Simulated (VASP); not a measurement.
The system is ZrH4.

```
CELL_PARAMETERS angstrom
3.08639 0.00000 0.00000
-1.54319 2.67289 0.00000
0.00000 0.00000 6.57794
ATOMIC_POSITIONS crystal
Zr 0.00000 0.00000 0.50000
H 0.33333 0.66667 0.81493
H 0.33333 0.66667 0.18507
H 0.66667 0.33333 0.18507
H 0.66667 0.33333 0.81493
```

The cell was built from a structure type or drawn by symmetry, and may not be a known phase.

* Program: VASP 6.6.1
* Task: relaxation of cell and atoms
* Functional: PBE
* Potentials or basis: VASP PAW PBE potentials, release 64 (Zr_sv, H)
* Cutoff: 600 eV
* k mesh: 6 × 6 × 4
* Occupations: gaussian, width 0.1 eV
* Spin: no spin polarisation

At the start: pressure -16.3 GPa; volume 10.85 Å³/atom.

**Question.** Where does the relaxation end?

**Answer.** Over 16 steps the energy falls by 828.8 meV/atom and the volume is 7.32 Å³/atom (-32.6 %); space group P6/mmm (No. 191, to 0.1 Å) before and after.

The path:
```csv
step,energy change (eV),largest force (eV/Å),pressure (GPa),volume (Å³)
1,0.0000,1.2393,-16.29,54.27
2,-1.6028,1.2872,-12.26,45.93
3,-1.5708,1.1232,94.58,24.72
4,-2.8225,0.9167,2.09,36.74
5,-3.0555,0.2310,28.55,30.82
6,-3.0947,0.5166,16.65,32.90
7,-3.9307,0.2891,9.38,33.53
8,-4.0719,0.0802,5.03,33.55
9,-4.0801,0.0911,5.41,33.57
10,-4.0820,0.0989,5.59,33.58
11,-4.1165,0.1904,-0.18,35.27
12,-4.1168,0.2002,-0.72,35.44
13,-4.1295,0.1376,-0.08,35.60
14,-4.1415,0.0048,1.58,35.96
15,-4.1434,0.0128,-0.88,36.95
16,-4.1442,0.0091,-0.03,36.59
```

Final structure:
```
CELL_PARAMETERS angstrom
3.20480 0.00000 0.00000
-1.60240 2.77544 0.00000
0.00000 0.00000 4.11325
ATOMIC_POSITIONS crystal
Zr 0.00000 0.00000 0.50000
H 0.33333 0.66667 0.75569
H 0.33333 0.66667 0.24431
H 0.66667 0.33333 0.24431
H 0.66667 0.33333 0.75569
```

Caveat: the k points lie up to 0.38 Å⁻¹ apart in the final cell, too coarse for converged energies and pressures of a metal; the volume moved by over 15 % at a fixed basis, so the end points are rough.
